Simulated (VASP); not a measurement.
# HfN (I4mm) in VASP: notebook

Runs on HfN. Level: LDA. Tasks: single point.

Everything below comes from runs of VASP 6.6.1. Logs are shortened: lines on timing, memory, paths and dates and some standing lists are left out, and cuts for length are marked.

## Step 1: The cell of the first run

Symmetry: I4mm, No. 107, tetragonal system. The conventional cell has a = 3.190 Å, b = 3.190 Å, c = 4.512 Å, α = 90.00°, β = 90.00°, γ = 90.00°. Within 2.5 Å of Hf (site symmetry 4mm) lie 5 N at 1.85 to 2.29 Å. N (site symmetry 4mm) has 5 Hf at 1.85 to 2.29 Å within 2.5 Å.

## Step 2: Single point, LDA (shortest bond scaled by 0.82)

INCAR reads:

```
SYSTEM = HfN
PREC = Accurate
ENCUT = 520
EDIFF = 1E-6
ISMEAR = -1
SIGMA = 0.03
LREAL = .False.
LASPH = .True.
NELM = 100
ALGO = Normal
ISIF = 2
LWAVE = .False.
LCHARG = .False.
NBANDS = 14
```

KPOINTS reads:

```
regular mesh
0
Gamma
  9 9 9
  0 0 0
```

POSCAR reads:

```
HfN
1.0
    0.0000000000      2.2560000000      2.2560000000
    2.2560000000      0.0000000000      2.2560000000
    2.2560000000      2.2560000000      0.0000000000
Hf N
1 1
Direct
   -0.0450000000     -0.0450000000      0.0450000000
    0.5450000000      0.5450000000      0.4550000000
```

Potentials or basis: VASP PAW LDA potentials, release 64 (Hf_pv, N).

On the command line:

```
cat potpaw_LDA.64/Hf_pv/POTCAR potpaw_LDA.64/N/POTCAR > POTCAR
mpirun -np 1 vasp_std > vasp.out
```

OUTCAR:

```text
SYSTEM = HfN
   PREC = Accurate
   ENCUT = 520
   EDIFF = 1E-6
   ISMEAR = -1
   LREAL = .False.
   LASPH = .True.
   NELM = 100
   ISIF = 2

 ion  position               nearest neighbor table
   1  0.955  0.955  0.045-   2 1.85   2 2.29   2 2.29   2 2.29   2 2.29   2 2.66
   2  0.545  0.545  0.455-   1 1.85   1 2.29   1 2.29   1 2.29   1 2.29   1 2.66

  LATTYP: Found a face centered cubic cell.
 ALAT       =     4.5120000000

  Lattice vectors:

 A1 = (   0.0000000000,   2.2560000000,   2.2560000000)
 A2 = (   2.2560000000,   0.0000000000,   2.2560000000)
 A3 = (   2.2560000000,   2.2560000000,   0.0000000000)

Analysis of symmetry for initial positions (statically):
=====================================================================
 Subroutine PRICEL returns:
 Original cell was already a primitive cell.

 Routine SETGRP: Setting up the symmetry group for a
 face centered cubic supercell.

 Subroutine GETGRP returns: Found  8 space group operations
 (whereof  8 operations were pure point group operations)
 out of a pool of 48 trial point group operations.

The static configuration has the point symmetry C_4v.

Analysis of symmetry for dynamics (positions and initial velocities):
=====================================================================
 Subroutine PRICEL returns:
 Original cell was already a primitive cell.

 Routine SETGRP: Setting up the symmetry group for a
 face centered cubic supercell.

 Subroutine GETGRP returns: Found  8 space group operations
 (whereof  8 operations were pure point group operations)
 out of a pool of 48 trial point group operations.

The dynamic configuration has the point symmetry C_4v.

 Subroutine INISYM returns: Found  8 space group operations
 (whereof  8 operations are pure point group operations),
 and found     1 'primitive' translations

----------------------------------------------------------------------------------------

                                     Primitive cell

  volume of cell :      22.9640

  direct lattice vectors                    reciprocal lattice vectors
     0.000000000  2.256000000  2.256000000    -0.221631206  0.221631206  0.221631206
     2.256000000  0.000000000  2.256000000     0.221631206 -0.221631206  0.221631206
     2.256000000  2.256000000  0.000000000     0.221631206  0.221631206 -0.221631206

  length of vectors
     3.190465797  3.190465797  3.190465797     0.383876509  0.383876509  0.383876509

  position of ions in fractional coordinates (direct lattice)
     0.955000000  0.955000000  0.045000000
     0.545000000  0.545000000  0.455000000

[... 87 lines left out ...]
   NELECT =      15.0000    total number of electrons
   NUPDOWN=      -1.0000    fix difference up-down
   EMIN   =  10.00;   EMAX   =-10.00  energy-range for DOS
   EFERMI =   0.00;   METHOD = LEGACY
   ISMEAR =    -1;   SIGMA  =   0.03  broadening in eV -4-tet -1-fermi 0-gaus
   EFERMI_NEDOS =   21; number of points for ismear=-14 and -15
   IALGO  =     38    algorithm
   IMIX   =      4    mixing-type and parameters
     AMIX     =   0.40;   BMIX     =  1.00
     AMIX_MAG =   1.60;   BMIX_MAG =  1.00
  volume/ion in A,a.u.               =      11.48        77.48
  Fermi-wavevector in a.u.,A,eV,Ry     =   1.420440  2.684242 27.451783  2.017649
  Thomas-Fermi vector in A             =   2.541355
   LORBIT       =      0    0 simple, 1 ext, 2 COOP (PROOUT), +10 PAW based schemes
   GGA     = CA    functional components
   LHFCALC =     F    Hartree Fock is set to
   AEXX    =    0.0000 exact exchange contribution
   IVDW    =     0    specifies the selected vdW correction
   LEPSILON=     F    determine dielectric tensor
   LRPA    =     F    only Hartree local field effects (RPA)
 non-spin polarized calculation
  energy-cutoff  :      520.00
  volume of cell :       22.96
 maximum number of plane-waves:       628
   NGX = 11   NGY = 11   NGZ = 11

 number of electron      14.9999999 magnetization

 Free energy of the ion-electron system (eV)
  ---------------------------------------------------
  ext. energy  EPLUGINS =         0.00000000
  ---------------------------------------------------
  free energy    TOTEN  =       -22.76449196 eV

  energy without entropy =      -22.76290479  energy(sigma->0) =      -22.76369837

 E-fermi :   8.0963     XC(G=0): -12.9361

 val. band max:        8.0174705021   @ k =  -0.3333   0.2222   0.0000
 cond. band min:       8.1060679968   @ k =   0.2222   0.0000   0.0000
 fundamental gap:      0.0885974947
 Fermi energy:         8.0962916355

 k-point     1 :       0.0000    0.0000    0.0000
  band No.  band energies     occupation
      1     -22.7973      2.00000
      2     -22.4653      2.00000
      3     -22.4653      2.00000
      4      -8.9911      2.00000
      5       3.5938      2.00000
      6       3.5938      2.00000
      7       3.7802      2.00000
      8       8.0121      1.88611
      9       9.8449      0.00000
     10       9.9326      0.00000
     11       9.9326      0.00000
     12      10.3024      0.00000
     13      12.9865      0.00000
     14      17.5160      0.00000
[... 377 lines left out ...]
      1     -23.4237      2.00000
      2     -22.6957      2.00000
      3     -22.6624      2.00000
      4      -7.4098      2.00000
      5       1.0784      2.00000
      6       3.3519      2.00000
      7       3.6104      2.00000
      8       6.2422      2.00000
      9      11.6004      0.00000
     10      11.6998      0.00000
     11      12.7359      0.00000
     12      13.0883      0.00000
     13      17.3522      0.00000
     14      19.8895      0.00000

 [... further k-points ...]

------------------------ aborting loop because EDIFF is reached ----------------------------------------

  FORCE on cell =-STRESS in cart. coord.  units (eV):
  Direction    XX          YY          ZZ          XY          YZ          ZX
  --------------------------------------------------------------------------------------
  -------------------------------------------------------------------------------------
  Total       -1.1023421     -1.1023421      8.7575696      0.0000000      0.0000000      0.0000000
  in kB      -76.9094476    -76.9094476    611.0080025      0.0000000      0.0000000      0.0000000
  external PRESSURE =     152.3963691 kB  Pullay stress =       0.0000000 kB

 VOLUME and BASIS-vectors are now :
 -----------------------------------------------------------------------------
  energy-cutoff  :      520.00
  volume of cell :       22.96
      direct lattice vectors                 reciprocal lattice vectors
     0.000000000  2.256000000  2.256000000    -0.221631206  0.221631206  0.221631206
     2.256000000  0.000000000  2.256000000     0.221631206 -0.221631206  0.221631206
     2.256000000  2.256000000  0.000000000     0.221631206  0.221631206 -0.221631206

 POSITION                                       TOTAL-FORCE (eV/Angst)
 -----------------------------------------------------------------------------------
      2.25600      2.25600      4.30896         0.000000      0.000000      6.446914
      2.25600      2.25600      2.45904         0.000000      0.000000     -6.446914
 -----------------------------------------------------------------------------------
    total drift:                                0.000000      0.000000     -0.000046

  FREE ENERGIE OF THE ION-ELECTRON SYSTEM (eV)
  ---------------------------------------------------
  free  energy   TOTEN  =       -22.7644919561 eV

  energy  without entropy=      -22.7629047896  energy(sigma->0) =      -22.76369837
```

Run time: 15 s. Hardware: 1 thread of AMD EPYC 7R13 (Zen 3), shared host; peak memory 0.11 GiB.

Results:

| Quantity | Value |
| --- | --- |
| Free energy | -22.7645 eV |
| Pressure | 15.2 GPa |
| Largest force | 6.447 eV/Å |

Forces on the atoms (eV/Å):
```
Hf   0.000  0.000  6.447
N    0.000  0.000 -6.447
```

Stress tensor (GPa, compression positive):
```
-7.69  0.00  0.00
 0.00 -7.69  0.00
 0.00  0.00 61.10
```

Caveat: the cell differs from its parent crystal (shortest bond scaled by 0.82); spin-orbit coupling is left out, which moves the levels of the heavy elements; forces of over 1 eV/Å act on the atoms, so gaps and moduli don't describe the material at rest.

## Step 3: Single point, LDA (shortest bond scaled by 0.76)

INCAR reads:

```
ALGO = Normal
EDIFF = 1E-6
ENCUT = 520
GGA = CA
ISIF = 2
ISMEAR = -1
LASPH = T
LCHARG = F
LREAL = F
LWAVE = F
NBANDS = 14
NELM = 100
PREC = Accurate
SIGMA = 0.03
```

KPOINTS reads:

```
k-points
0
Gamma
  9 9 9
```

POSCAR reads:

```
HfN
1.0
    0.0000000000      2.2560000000      2.2560000000
    2.2560000000      0.0000000000      2.2560000000
    2.2560000000      2.2560000000      0.0000000000
Hf N
1 1
Direct
   -0.0600000000     -0.0600000000      0.0600000000
    0.5600000000      0.5600000000      0.4400000000
```

Potentials or basis: VASP PAW LDA potentials, release 64 (Hf_pv, N).

On the command line:

```
cat potpaw_LDA.64/Hf_pv/POTCAR potpaw_LDA.64/N/POTCAR > POTCAR
mpirun -np 1 vasp_std > vasp.out
```

OUTCAR:

```text
EDIFF = 1E-6
   ENCUT = 520
   GGA = CA
   ISIF = 2
   ISMEAR = -1
   LASPH = T
   LREAL = F
   NELM = 100
   PREC = Accurate

 ion  position               nearest neighbor table
   1  0.940  0.940  0.060-   2 1.71   2 2.32   2 2.32   2 2.32   2 2.32   2 2.80
   2  0.560  0.560  0.440-   1 1.71   1 2.32   1 2.32   1 2.32   1 2.32   1 2.80

  LATTYP: Found a face centered cubic cell.
 ALAT       =     4.5120000000

  Lattice vectors:

[... 591 lines left out ...]

 [... further k-points ...]

------------------------ aborting loop because EDIFF is reached ----------------------------------------

  FORCE on cell =-STRESS in cart. coord.  units (eV):
  Direction    XX          YY          ZZ          XY          YZ          ZX
  --------------------------------------------------------------------------------------
  -------------------------------------------------------------------------------------
  Total       -0.9797814     -0.9797814     18.5116017      0.0000000      0.0000000      0.0000000
  in kB      -68.3584922    -68.3584922   1291.5383289      0.0000000      0.0000000      0.0000000
  external PRESSURE =     384.9404482 kB  Pullay stress =       0.0000000 kB

 VOLUME and BASIS-vectors are now :
 -----------------------------------------------------------------------------
  energy-cutoff  :      520.00
  volume of cell :       22.96
      direct lattice vectors                 reciprocal lattice vectors
     0.000000000  2.256000000  2.256000000    -0.221631206  0.221631206  0.221631206
     2.256000000  0.000000000  2.256000000     0.221631206 -0.221631206  0.221631206
     2.256000000  2.256000000  0.000000000     0.221631206  0.221631206 -0.221631206

 POSITION                                       TOTAL-FORCE (eV/Angst)
 -----------------------------------------------------------------------------------
      2.25600      2.25600      4.24128         0.000000      0.000000     10.983673
      2.25600      2.25600      2.52672         0.000000      0.000000    -10.983673
 -----------------------------------------------------------------------------------
    total drift:                                0.000000      0.000000     -0.000622

  FREE ENERGIE OF THE ION-ELECTRON SYSTEM (eV)
  ---------------------------------------------------
  free  energy   TOTEN  =       -21.6278547043 eV

  energy  without entropy=      -21.6254812192  energy(sigma->0) =      -21.62666796
```

OSZICAR:

```text
N       E                     dE             d eps       ncg     rms          rms(c)
DAV:   1     0.368740562531E+02    0.36874E+02   -0.78118E+03  2100   0.102E+03
DAV:   2    -0.231690702960E+02   -0.60043E+02   -0.56400E+02  2746   0.229E+02
DAV:   3    -0.249200716041E+02   -0.17510E+01   -0.17444E+01  2448   0.317E+01
DAV:   4    -0.249264621597E+02   -0.63906E-02   -0.63862E-02  2610   0.227E+00
DAV:   5    -0.249265090212E+02   -0.46861E-04   -0.46861E-04  2474   0.165E-01    0.756E+01
DAV:   6    -0.217636948791E+02    0.31628E+01   -0.97148E+00  2304   0.253E+01    0.477E+01
DAV:   7    -0.216590288087E+02    0.10467E+00   -0.64283E-01  2340   0.623E+00    0.241E+01
DAV:   8    -0.216305808478E+02    0.28448E-01   -0.65313E-02  2682   0.232E+00    0.306E+00
DAV:   9    -0.216280966421E+02    0.24842E-02   -0.95498E-03  2262   0.792E-01    0.168E+00
DAV:  10    -0.216279147642E+02    0.18188E-03   -0.14445E-03  2562   0.345E-01    0.439E-01
DAV:  11    -0.216278543953E+02    0.60369E-04   -0.21566E-04  2532   0.133E-01    0.957E-02
DAV:  12    -0.216278547043E+02   -0.30908E-06   -0.88840E-06  2568   0.247E-02
   1 F= -.21627855E+02 E0= -.21626668E+02  d E =-.237349E-02
```

stdout:

```text
POSCAR found type information on POSCAR HfN
 POSCAR found :  2 types and       2 ions
 scaLAPACK will be used
 LDA part: xc-table for (Slater(with rela. corr.)+CA(PZ))
 , standard interpolation
 POSCAR, INCAR and KPOINTS ok, starting setup
 FFT: planning ... GRIDC
 FFT: planning ... GRID_SOFT
 FFT: planning ... GRID
 WAVECAR not read
 entering main loop
```

It took 15 s on 1 thread of AMD EPYC 7R13 (Zen 3), shared host; peak memory 0.11 GiB.

Results:

* Free energy: -21.6279 eV
* Pressure: 38.5 GPa
* Largest force: 10.984 eV/Å

Forces on the atoms (eV/Å):
```
Hf    0.000   0.000  10.984
N     0.000   0.000 -10.984
```

Caveat: the cell differs from its parent crystal (shortest bond scaled by 0.76); spin-orbit coupling is left out, which moves the levels of the heavy elements; forces of over 1 eV/Å act on the atoms, so gaps and moduli don't describe the material at rest.

## Step 4: Single point, LDA (shortest bond scaled by 0.76)

INCAR reads:

```
SYSTEM = HfN
PREC = Accurate ; ENCUT = 520
EDIFF = 1E-6 ; ISMEAR = -1
SIGMA = 0.03 ; LREAL = .FALSE.
LASPH = .TRUE. ; NELM = 80
ALGO = Normal ; ISIF = 2
LWAVE = .FALSE. ; LCHARG = .FALSE.
GGA = CA ; NBANDS = 14
```

KPOINTS reads:

```
Automatic mesh
0
G
  9 9 9
  0 0 0
```

POSCAR is that of step 3.

Potentials or basis: VASP PAW LDA potentials, release 64 (Hf_pv, N).

On the command line:

```
cat potpaw_LDA.64/Hf_pv/POTCAR potpaw_LDA.64/N/POTCAR > POTCAR
mpirun -np 1 vasp_std > vasp.out
```

OUTCAR:

```text
SYSTEM = HfN
   PREC = Accurate
   ENCUT = 520
   EDIFF = 1E-6
   ISMEAR = -1
   LREAL = .FALSE.
   LASPH = .TRUE.
   NELM = 80
   ISIF = 2
   GGA = CA

 ion  position               nearest neighbor table
   1  0.940  0.940  0.060-   2 1.71   2 2.32   2 2.32   2 2.32   2 2.32   2 2.80
   2  0.560  0.560  0.440-   1 1.71   1 2.32   1 2.32   1 2.32   1 2.32   1 2.80

  LATTYP: Found a face centered cubic cell.
 ALAT       =     4.5120000000

  Lattice vectors:

 A1 = (   0.0000000000,   2.2560000000,   2.2560000000)
 A2 = (   2.2560000000,   0.0000000000,   2.2560000000)
 A3 = (   2.2560000000,   2.2560000000,   0.0000000000)

Analysis of symmetry for initial positions (statically):
=====================================================================
 Subroutine PRICEL returns:
 Original cell was already a primitive cell.

 Routine SETGRP: Setting up the symmetry group for a
 face centered cubic supercell.

 Subroutine GETGRP returns: Found  8 space group operations
 (whereof  8 operations were pure point group operations)
 out of a pool of 48 trial point group operations.

The static configuration has the point symmetry C_4v.

[... 173 lines left out ...]
      6       2.7801      2.00000
      7       3.2574      2.00000
      8       8.1135      1.64420
      9       9.5738      0.00000
     10      10.3952      0.00000
     11      11.0539      0.00000
     12      11.0539      0.00000
     13      14.6196      0.00000
     14      17.2779      0.00000
[... 377 lines left out ...]
      1     -23.6782      2.00000
      2     -22.5640      2.00000
      3     -22.5202      2.00000
      4      -7.1866      2.00000
      5       0.9851      2.00000
      6       3.0860      2.00000
      7       3.2624      2.00000
      8       6.1958      2.00000
      9      11.2113      0.00000
     10      11.7680      0.00000
     11      13.2160      0.00000
     12      13.6467      0.00000
     13      17.7640      0.00000
     14      20.1330      0.00000

 [... further k-points ...]

------------------------ aborting loop because EDIFF is reached ----------------------------------------

  FORCE on cell =-STRESS in cart. coord.  units (eV):
  Direction    XX          YY          ZZ          XY          YZ          ZX
  --------------------------------------------------------------------------------------
  -------------------------------------------------------------------------------------
  Total       -0.9797814     -0.9797814     18.5116017      0.0000000      0.0000000      0.0000000
  in kB      -68.3584922    -68.3584922   1291.5383289      0.0000000      0.0000000      0.0000000
  external PRESSURE =     384.9404482 kB  Pullay stress =       0.0000000 kB

 VOLUME and BASIS-vectors are now :
 -----------------------------------------------------------------------------
  energy-cutoff  :      520.00
  volume of cell :       22.96
      direct lattice vectors                 reciprocal lattice vectors
     0.000000000  2.256000000  2.256000000    -0.221631206  0.221631206  0.221631206
     2.256000000  0.000000000  2.256000000     0.221631206 -0.221631206  0.221631206
     2.256000000  2.256000000  0.000000000     0.221631206  0.221631206 -0.221631206

 POSITION                                       TOTAL-FORCE (eV/Angst)
 -----------------------------------------------------------------------------------
      2.25600      2.25600      4.24128         0.000000      0.000000     10.983673
      2.25600      2.25600      2.52672         0.000000      0.000000    -10.983673
 -----------------------------------------------------------------------------------
    total drift:                                0.000000      0.000000     -0.000622

  FREE ENERGIE OF THE ION-ELECTRON SYSTEM (eV)
  ---------------------------------------------------
  free  energy   TOTEN  =       -21.6278547043 eV

  energy  without entropy=      -21.6254812192  energy(sigma->0) =      -21.62666796
```

Wall time 15 s (1 thread of AMD EPYC 7R13 (Zen 3), shared host); peak memory 0.11 GiB.

What came out:

- Free energy: -21.6279 eV
- Pressure: 38.5 GPa
- Largest force: 10.984 eV/Å

Forces on the atoms (eV/Å):
```
Hf    0.000   0.000  10.984
N     0.000   0.000 -10.984
```

Stress tensor (GPa, compression positive):
```
 -6.84   0.00   0.00
  0.00  -6.84   0.00
  0.00   0.00 129.15
```

Levels at points of the mesh, in eV from the Fermi level:
```tsv
k point	band 5	band 6	band 7	band 8	band 9	band 10	band 11	band 12
(0.00, 0.00, 0.00)	-5.38	-5.38	-4.90	-0.05	1.41	2.24	2.89	2.89
```

Caveat: the cell differs from its parent crystal (shortest bond scaled by 0.76); spin-orbit coupling is left out, which moves the levels of the heavy elements; forces of over 1 eV/Å act on the atoms, so gaps and moduli don't describe the material at rest.
